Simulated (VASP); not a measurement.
# Li2Cr (I4/mmm) in VASP: further runs

Runs on Li2Cr. Level: PBE. Tasks: single point, relaxation of cell and atoms.

Program: VASP 6.6.1. These are calculated values, not measurements. Logs are shortened: lines on timing, memory, paths and dates and some standing lists are left out, and cuts for length are marked.

### 1 The cell of the first run

Symmetry: I4/mmm, No. 139, tetragonal system. Conventional cell: a = 3.047 Å, b = 3.047 Å, c = 7.474 Å, α = 90.00°, β = 90.00°, γ = 90.00°. Li (site symmetry 4mm) has 9 Li at 2.47 to 3.05 Å and 5 Cr at 2.48 to 2.50 Å within 3.3 Å. Cr (site symmetry 4/mmm) has 10 Li at 2.48 to 2.50 Å and 4 Cr at 3.05 Å within 3.3 Å.

### 2 Single point, PBE, collinear spin, ferromagnetic start

The input, INCAR:

```
SYSTEM = Li2Cr
ALGO = Normal ; EDIFF = 1E-6
ENCUT = 520 ; GGA = PE
ISIF = 2 ; ISMEAR = 0
ISPIN = 2 ; LASPH = .TRUE.
LCHARG = .TRUE. ; LELF = .TRUE.
LMAXMIX = 4 ; LORBIT = 11
LREAL = .FALSE. ; LVHAR = .TRUE.
LWAVE = .FALSE. ; MAGMOM = 0 0 3
NBANDS = 20 ; NELM = 150
PREC = Accurate ; SIGMA = 0.1
```

The input, KPOINTS:

```
k-points
0
G
  8 8 8
  0 0 0
```

The input, POSCAR:

```
Li2Cr
1.0
   -1.5232948468      1.5232948468      3.7368326711
    1.5232948468     -1.5232948468      3.7368326711
    1.5232948468      1.5232948468     -3.7368326711
Li Cr
2 1
Direct
    0.6650000000      0.6650000000      0.0000000000
    0.3350000000      0.3350000000      0.0000000000
    0.0000000000      0.0000000000      0.0000000000
```

Potentials or basis: VASP PAW PBE potentials, release 64 (Li_sv, Cr_pv).

Launch:

```bash
cat potpaw_PBE.64/Li_sv/POTCAR potpaw_PBE.64/Cr_pv/POTCAR > POTCAR
mpirun -np 1 vasp_std > vasp.out
```

OUTCAR:

```text
SYSTEM = Li2Cr
   EDIFF = 1E-6
   ENCUT = 520
   GGA = PE
   ISIF = 2
   ISMEAR = 0
   ISPIN = 2
   LASPH = .TRUE.
   LORBIT = 11
   LREAL = .FALSE.
   NELM = 150
   PREC = Accurate

 ion  position               nearest neighbor table
   1  0.665  0.665  0.000-   2 2.47   3 2.48   3 2.48   3 2.48   3 2.48   2 2.50   2 2.50   2 2.50
                             2 2.50   3 2.50
   2  0.335  0.335  0.000-   1 2.47   3 2.48   3 2.48   3 2.48   3 2.48   1 2.50   1 2.50   1 2.50
                             1 2.50   3 2.50
   3  0.000  0.000  0.000-   1 2.48   1 2.48   2 2.48   2 2.48   1 2.48   1 2.48   2 2.48   2 2.48
                             1 2.50   2 2.50

  LATTYP: Found a body centered tetragonal cell.
 ALAT       =     3.0465896936
 C/A-ratio  =     2.4531250000

  Lattice vectors:

 A1 = (  -1.5232948468,   1.5232948468,   3.7368326711)
 A2 = (   1.5232948468,  -1.5232948468,   3.7368326711)
 A3 = (   1.5232948468,   1.5232948468,  -3.7368326711)

Analysis of symmetry for initial positions (statically):
=====================================================================
 Subroutine PRICEL returns:
 Original cell was already a primitive cell.

 Routine SETGRP: Setting up the symmetry group for a
 body centered tetragonal supercell.

 Subroutine GETGRP returns: Found 16 space group operations
 (whereof 16 operations were pure point group operations)
 out of a pool of 16 trial point group operations.

The static configuration has the point symmetry D_4h.

Analysis of symmetry for dynamics (positions and initial velocities):
=====================================================================
 Subroutine PRICEL returns:
 Original cell was already a primitive cell.

 Routine SETGRP: Setting up the symmetry group for a
 body centered tetragonal supercell.

 Subroutine GETGRP returns: Found 16 space group operations
 (whereof 16 operations were pure point group operations)
 out of a pool of 16 trial point group operations.

The dynamic configuration has the point symmetry D_4h.

Analysis of structural, dynamic, and magnetic symmetry:
=====================================================================
 Subroutine PRICEL returns:
 Original cell was already a primitive cell.

 Routine SETGRP: Setting up the symmetry group for a
 body centered tetragonal supercell.

 Subroutine GETGRP returns: Found 16 space group operations
 (whereof 16 operations were pure point group operations)
 out of a pool of 16 trial point group operations.

The overall configuration has the point symmetry D_4h.

 Subroutine INISYM returns: Found 16 space group operations
 (whereof 16 operations are pure point group operations),
 and found     1 'primitive' translations

----------------------------------------------------------------------------------------

                                     Primitive cell

  volume of cell :      34.6842

  direct lattice vectors                    reciprocal lattice vectors
    -1.523294847  1.523294847  3.736832671     0.000000000  0.328235864  0.133803155
     1.523294847 -1.523294847  3.736832671     0.328235864  0.000000000  0.133803155
     1.523294847  1.523294847 -3.736832671     0.328235864  0.328235864  0.000000000

  length of vectors
     4.313325027  4.313325027  4.313325027     0.354460247  0.354460247  0.464195610

  position of ions in fractional coordinates (direct lattice)
     0.665000000  0.665000000  0.000000000
     0.335000000  0.335000000  0.000000000
     0.000000000  0.000000000  0.000000000

  ion indices of the primitive-cell ions
   primitive index   ion index
                 1           1
                 2           2
                 3           3

----------------------------------------------------------------------------------------

 KPOINTS: k-points

Automatic generation of k-mesh.
 Grid dimensions read from file:
 generate k-points for:    8    8    8

 Generating k-lattice:

  Cartesian coordinates                     Fractional coordinates (reciprocal lattice)
     0.000000000  0.041029483  0.016725394     0.125000000  0.000000000  0.000000000
     0.041029483  0.000000000  0.016725394     0.000000000  0.125000000  0.000000000
     0.041029483  0.041029483  0.000000000     0.000000000  0.000000000  0.125000000

  Length of vectors
     0.044307531  0.044307531  0.058024451

  Shift w.r.t. Gamma in fractional coordinates (k-lattice)
     0.000000000  0.000000000  0.000000000

 Subroutine IBZKPT returns following result:
 ===========================================

 Found     59 irreducible k-points:

 Following reciprocal coordinates:
            Coordinates               Weight
  0.000000  0.000000  0.000000      1.000000
  0.125000  0.000000 -0.000000      8.000000
  0.250000  0.000000 -0.000000      8.000000
  0.375000  0.000000  0.000000      8.000000
  0.500000  0.000000 -0.000000      4.000000
  0.125000  0.125000 -0.000000      8.000000
[... 16 lines left out ...]
[... 34 lines left out ...]
   EMIN   =  10.00;   EMAX   =-10.00  energy-range for DOS
   EFERMI =   0.00;   METHOD = LEGACY
   ISMEAR =     0;   SIGMA  =   0.10  broadening in eV -4-tet -1-fermi 0-gaus
   EFERMI_NEDOS =   21; number of points for ismear=-14 and -15
   IALGO  =     38    algorithm
   IMIX   =      4    mixing-type and parameters
     AMIX     =   0.40;   BMIX     =  1.00
     AMIX_MAG =   1.60;   BMIX_MAG =  1.00
  volume/ion in A,a.u.               =      11.56        78.02
  Fermi-wavevector in a.u.,A,eV,Ry     =   1.315594  2.486112 23.548786  1.730787
  Thomas-Fermi vector in A             =   2.445765
   LORBIT       =     11    0 simple, 1 ext, 2 COOP (PROOUT), +10 PAW based schemes
   GGA     = PE    functional components
   LHFCALC =     F    Hartree Fock is set to
   AEXX    =    0.0000 exact exchange contribution
   IVDW    =     0    specifies the selected vdW correction
   LEPSILON=     F    determine dielectric tensor
   LRPA    =     F    only Hartree local field effects (RPA)
 spin polarized calculation
 Gauss-broadening in eV      SIGMA  =   0.10
  energy-cutoff  :      520.00
  volume of cell :       34.68
 maximum number of plane-waves:       954
   NGX = 17   NGY = 17   NGZ = 17

 number of electron      18.0000002 magnetization       3.7486570

 Free energy of the ion-electron system (eV)
  ---------------------------------------------------
  ext. energy  EPLUGINS =         0.00000000
  ---------------------------------------------------
  free energy    TOTEN  =       -10.75569874 eV

  energy without entropy =      -10.74764454  energy(sigma->0) =      -10.75167164

 E-fermi :   5.0972     XC(G=0): -10.3268

 val. band max:        5.0820444862   @ k =   0.5000   0.2500   0.1250
 cond. band min:       5.1070917559   @ k =  -0.3750   0.3750   0.0000
 fundamental gap:      0.0250472697
 Fermi energy:         5.0971678363

 spin component 1

 k-point     1 :       0.0000    0.0000    0.0000
  band No.  band energies     occupation
      1     -39.8869      1.00000
      2     -39.7485      1.00000
      3     -38.4702      1.00000
      4     -38.4553      1.00000
      5     -38.4553      1.00000
      6      -0.4637      1.00000
[... 12 lines left out ...]
     19      16.2044      0.00000
     20      19.8099      0.00000
[... 507 lines left out ...]
 k-point    24 :       0.3750    0.1250    0.1250
  band No.  band energies     occupation
      1     -39.8323      1.00000
      2     -39.7881      1.00000
      3     -38.5216      1.00000
      4     -38.4882      1.00000
      5     -38.4607      1.00000
      6       2.4571      1.00000
[... 12 lines left out ...]
     19      19.5449      0.00000
     20      20.2565      0.00000

 [... further k-points ...]

 spin component 2

 k-point     1 :       0.0000    0.0000    0.0000
  band No.  band energies     occupation
      1     -39.9089      1.00000
      2     -39.7656      1.00000
      3     -35.1139      1.00000
      4     -35.1139      1.00000
      5     -35.0953      1.00000
      6       0.2993      1.00000
[... 12 lines left out ...]
     19      16.2047      0.00000
     20      21.2728      0.00000
[... 507 lines left out ...]
 k-point    24 :       0.3750    0.1250    0.1250
  band No.  band energies     occupation
      1     -39.8442      1.00000
      2     -39.8089      1.00000
      3     -35.1963      1.00000
      4     -35.1508      1.00000
      5     -35.0840      1.00000
      6       3.5404      1.00000
[... 12 lines left out ...]
     19      20.0747      0.00000
     20      21.1778      0.00000

 [... further k-points ...]
[... 5 lines left out ...]
  --------------------------------------------------------------------------------------
  -------------------------------------------------------------------------------------
  Total        4.2200131      4.2200131      5.8476476      0.0000000      0.0000000     -0.0000000
  in kB      194.9363317    194.9363317    270.1221416      0.0000000      0.0000000     -0.0000000
  external PRESSURE =     219.9982683 kB  Pullay stress =       0.0000000 kB

 VOLUME and BASIS-vectors are now :
 -----------------------------------------------------------------------------
  energy-cutoff  :      520.00
  volume of cell :       34.68
      direct lattice vectors                 reciprocal lattice vectors
    -1.523294847  1.523294847  3.736832671     0.000000000  0.328235864  0.133803155
     1.523294847 -1.523294847  3.736832671     0.328235864  0.000000000  0.133803155
     1.523294847  1.523294847 -3.736832671     0.328235864  0.328235864  0.000000000

 POSITION                                       TOTAL-FORCE (eV/Angst)
 -----------------------------------------------------------------------------------
      0.00000      0.00000      4.96999         0.000000      0.000000      0.519688
      0.00000      0.00000      2.50368        -0.000000     -0.000000     -0.519688
      0.00000      0.00000      0.00000         0.000000      0.000000      0.000000
 -----------------------------------------------------------------------------------
    total drift:                               -0.000000     -0.000000      0.000000

  FREE ENERGIE OF THE ION-ELECTRON SYSTEM (eV)
  ---------------------------------------------------
  free  energy   TOTEN  =       -10.7556987400 eV

  energy  without entropy=      -10.7476445368  energy(sigma->0) =      -10.75167164

 total charge

# of ion       s       p       d       tot
------------------------------------------
    1        2.069   0.118   0.000   2.187
    2        2.069   0.118   0.000   2.187
    3        0.378   6.185   4.153  10.717
--------------------------------------------------
tot          4.516   6.421   4.153  15.090

 magnetization (x)

# of ion       s       p       d       tot
------------------------------------------
    1       -0.005  -0.002   0.000  -0.007
    2       -0.005  -0.002   0.000  -0.007
    3        0.044   0.034   3.373   3.452
--------------------------------------------------
tot          0.035   0.030   3.373   3.438
```

Run time: 92 s. Hardware: 1 thread of Intel Xeon 6975P-C, shared host; peak memory 0.24 GiB.

What came out:

```yaml
Free_energy: -10.7557 eV
Largest_force: 0.520 eV/Å
Net_moment: 3.75 μB per cell
Site_moments: Li -0.01; Cr +3.45 μB
Valence_electrons_inside_the_program's_atomic_spheres: Li 2.19; Cr 10.72
```

Forces on the atoms (eV/Å):
```
Li   0.000  0.000  0.520
Li   0.000  0.000 -0.520
Cr   0.000  0.000  0.000
```

Caveat: the k points lie up to 0.36 Å⁻¹ apart; the cutoff is under 1.25 times the usual one of these potentials, so pressure, stress and relaxed cells hold a basis-set (Pulay) error.

### 3 Single point, PBE, collinear spin, ferromagnetic start

This run uses another cell than the first one, of 17.59 Å³/atom, 1.522 times its volume.

The input, INCAR:

```
SYSTEM = Li2Cr
ALGO     = Normal         ! electronic algorithm
EDIFF    = 1E-6           ! SCF threshold, eV
ENCUT    = 520            ! plane-wave cutoff, eV
GGA      = PE             ! functional
ISIF     = 2              ! what is computed and relaxed
ISMEAR   = 0              ! smearing method
ISPIN    = 2              ! spin polarisation
LASPH    = .True.         ! aspherical terms in the spheres
LCHARG   = .False.        ! write CHGCAR
LMAXMIX  = 4              ! l up to which the mixer works
LORBIT   = 11             ! projections on sites
LREAL    = .False.        ! projectors in reciprocal space
LWAVE    = .False.        ! write WAVECAR
MAGMOM   = 0 0 3.54       ! initial moments
NBANDS   = 20             ! bands
NELM     = 150            ! most SCF steps
PREC     = Accurate       ! precision mode
SIGMA    = 0.1            ! smearing width, eV
```

The input, KPOINTS:

```
k-points
0
Gamma
  8 8 8
  0 0 0
```

The input, POSCAR:

```
Li2Cr
1.0
   -1.5584800113      1.5584800113      5.4319201260
    1.5584800113     -1.5584800113      5.4319201260
    1.5584800113      1.5584800113     -5.4319201260
Li Cr
2 1
Direct
    0.6647097352      0.6647097352      0.0000000000
    0.3352902648      0.3352902648      0.0000000000
    0.0000000000      0.0000000000      0.0000000000
```

Potentials or basis: VASP PAW PBE potentials, release 64 (Li_sv, Cr_pv).

Launch:

```bash
cat potpaw_PBE.64/Li_sv/POTCAR potpaw_PBE.64/Cr_pv/POTCAR > POTCAR
mpirun -np 1 vasp_std > vasp.out
```

Wall time 6.7 min (1 thread of Intel Xeon 6975P-C, shared host); peak memory 0.44 GiB.

The run converged. Its results:

```yaml
Free_energy: -11.7904 eV
Net_moment: 4.46 μB per cell
Site_moments: Li +0.00; Cr +3.86 μB
Valence_electrons_inside_the_program's_atomic_spheres: Li 2.09; Cr 10.48
```

Levels at points of the mesh, in eV from the Fermi level:
Spin up:
```
           k point  band 9  band 10  band 11  band 12  band 13  band 14
(0.00, 0.00, 0.00)   -0.78    -0.78    -0.33    -0.33     1.00     6.13
(0.50, 0.00, 0.00)   -1.09    -0.92    -0.64    -0.15     0.71     3.81
(0.50, 0.50, 0.00)   -0.97     0.18     0.58     1.69     3.20     3.95
(0.50, 0.50, 0.50)   -1.49    -0.76    -0.76    -0.33     3.89     6.13
```
Spin down:
```tsv
k point	band 5	band 6	band 7	band 8	band 9	band 10
(0.00, 0.00, 0.00)	-40.11	-4.38	-1.14	0.53	1.06	2.71
(0.50, 0.00, 0.00)	-40.10	-1.55	-0.47	0.32	0.61	1.36
(0.50, 0.50, 0.00)	-40.13	-0.11	0.42	1.12	1.22	1.93
(0.50, 0.50, 0.50)	-40.11	-3.79	-2.75	1.04	1.43	2.77
```

Caveat: the cutoff is under 1.25 times the usual one of these potentials, so pressure, stress and relaxed cells hold a basis-set (Pulay) error.

### 4 Relaxation of cell and atoms, PBE, collinear spin, ferromagnetic start

The input, INCAR:

```
PREC = Accurate ; ENCUT = 600
EDIFF = 1E-6 ; ISMEAR = 0
SIGMA = 0.1 ; LREAL = F
LASPH = T ; NELM = 150
ALGO = Normal ; ISIF = 3
LWAVE = F ; LCHARG = F
ISPIN = 2 ; MAGMOM = 0 0 3.54
LORBIT = 11 ; LMAXMIX = 4
GGA = PE ; IBRION = 2
NSW = 90 ; EDIFFG = -0.04
```

The input, KPOINTS:

```
Automatic mesh
0
Gamma
  8 8 8
```

The input, POSCAR:

```
Li2Cr
1.0
   -1.5232948468      1.5232948468      3.7368326711
    1.5232948468     -1.5232948468      3.7368326711
    1.5232948468      1.5232948468     -3.7368326711
Li Cr
2 1
Direct
    0.6650000000      0.6650000000      0.0000000000
    0.3350000000      0.3350000000      0.0000000000
    0.0000000000      0.0000000000      0.0000000000
```

Launch:

```bash
cat potpaw_PBE.64/Li_sv/POTCAR potpaw_PBE.64/Cr_pv/POTCAR > POTCAR
mpirun -np 1 vasp_std > vasp.out
```

It took 12 min on 1 thread of Intel Xeon 6975P-C, shared host; peak memory 0.29 GiB.

The run converged. Its results:

* Free energy: -11.6796 eV
* Relaxed volume: 16.67 Å³/atom
* Relaxed cell: a = 5.171 Å, b = 5.171 Å, c = 5.171 Å, α = 142.88°, β = 142.88°, γ = 53.50°
* Space group after relaxing (to 0.05 Å): I4/mmm (No. 139)
* Energy gained by relaxing: 307.4 meV/atom
* Ionic steps: 9
* Pressure after relaxing: 0.1 GPa
* Largest force after relaxing: 0.004 eV/Å
* Net moment: 4.36 μB per cell
* Site moments: Li -0.00; Cr +3.84 μB
* Valence electrons inside the program's atomic spheres: Li 2.10; Cr 10.48

Forces in eV/Å, atoms in the order of the input:
```
Li   0.000  0.000  0.004
Li   0.000  0.000 -0.004
Cr   0.000  0.000  0.000
```

Step by step:
| step | energy change (eV) | largest force (eV/Å) | pressure (GPa) | volume (Å³) |
| --- | --- | --- | --- | --- |
| 1 | 0.0000 | 0.5195 | 21.85 | 34.68 |
| 2 | -0.7386 | 0.1163 | 6.60 | 43.21 |
| 3 | -0.8848 | 0.0234 | 1.06 | 49.16 |
| 4 | -0.8917 | 0.0441 | -0.08 | 50.80 |
| 5 | -0.8916 | 0.0480 | -0.31 | 51.16 |
| 6 | -0.9015 | 0.0388 | -0.34 | 51.10 |
| 7 | -0.9196 | 0.0140 | -0.36 | 50.84 |
| 8 | -0.9215 | 0.0048 | -0.40 | 50.69 |
| 9 | -0.9222 | 0.0038 | 0.07 | 50.02 |

Final structure:
```yaml
crystal:
  lattice:
    - [-1.64578, 1.64578, 4.61719]
    - [1.64578, -1.64578, 4.61719]
    - [1.64578, 1.64578, -4.61719]
  atoms:
    - { symbol: Li, position: [0.66943, 0.66943, 0.00000] }
    - { symbol: Li, position: [0.33057, 0.33057, 0.00000] }
    - { symbol: Cr, position: [0.00000, 0.00000, 0.00000] }
```

Levels at points of the mesh, in eV from the Fermi level:
Spin up:
| k point | band 8 | band 9 | band 10 | band 11 | band 12 | band 13 | band 14 | band 15 |
| --- | --- | --- | --- | --- | --- | --- | --- | --- |
| (0.00, 0.00, 0.00) | -1.87 | -0.94 | -0.94 | -0.62 | 1.08 | 2.82 | 6.12 | 7.95 |
| (0.50, 0.00, 0.00) | -1.37 | -1.28 | -1.14 | -0.78 | 0.20 | 0.38 | 4.82 | 6.12 |
| (0.50, 0.50, 0.00) | -1.57 | -1.11 | -0.20 | -0.11 | 1.48 | 3.01 | 3.28 | 3.82 |
| (0.50, 0.50, 0.50) | -1.90 | -1.25 | -0.86 | -0.86 | -0.62 | 5.87 | 5.87 | 6.12 |
Spin down:
```
           k point  band 3  band 4  band 5  band 6  band 7  band 8  band 9  band 10  band 11  band 12
(0.00, 0.00, 0.00)  -40.17  -40.17  -40.14   -4.44   -0.40    1.06    1.90     2.36     2.36     3.04
(0.50, 0.00, 0.00)  -40.21  -40.17  -40.13   -1.89   -0.75    0.66    0.78     1.60     2.23     2.73
(0.50, 0.50, 0.00)  -40.20  -40.20  -40.13   -0.05    0.02    0.23    1.42     1.57     2.55     3.35
(0.50, 0.50, 0.50)  -40.17  -40.17  -40.14   -3.49   -2.43    0.99    1.80     2.60     2.60     3.04
```

Caveat: the k points lie up to 0.34 Å⁻¹ apart in the final cell; the cutoff is under 1.25 times the usual one of these potentials, so pressure, stress and relaxed cells hold a basis-set (Pulay) error; the volume moved by over 15 % at a fixed basis, so the end points are rough.

### 5 The runs side by side

```csv
task,cell,cutoff (eV),gap on the mesh (eV),moment (μB)
single point,"a = 4.313 Å, angles 138.6, 138.6, 59.9°, 3 atoms",520,none,3.75
single point,"a = 5.862 Å, angles 149.2, 149.2, 44.2°, 3 atoms",520,none,4.46
relaxation of cell and atoms,"relaxed from a = 4.313 Å, angles 138.6, 138.6, 59.9°, 3 atoms",600,none,4.36
```

Alike in all rows: level PBE; potentials or basis VASP PAW PBE potentials, release 64 (Li_sv, Cr_pv); spin collinear, ferromagnetic start; k mesh 8 × 8 × 8; smearing gaussian 0.1 eV.

Caveats: some runs use coarse meshes; the cutoff is under 1.25 times the usual one of these potentials, so pressure, stress and relaxed cells hold a basis-set (Pulay) error; the volume moved by over 15 % at a fixed basis, so the end points are rough (some runs).

Total energies depend on the potentials used, so only differences within one code and one set of settings carry meaning.
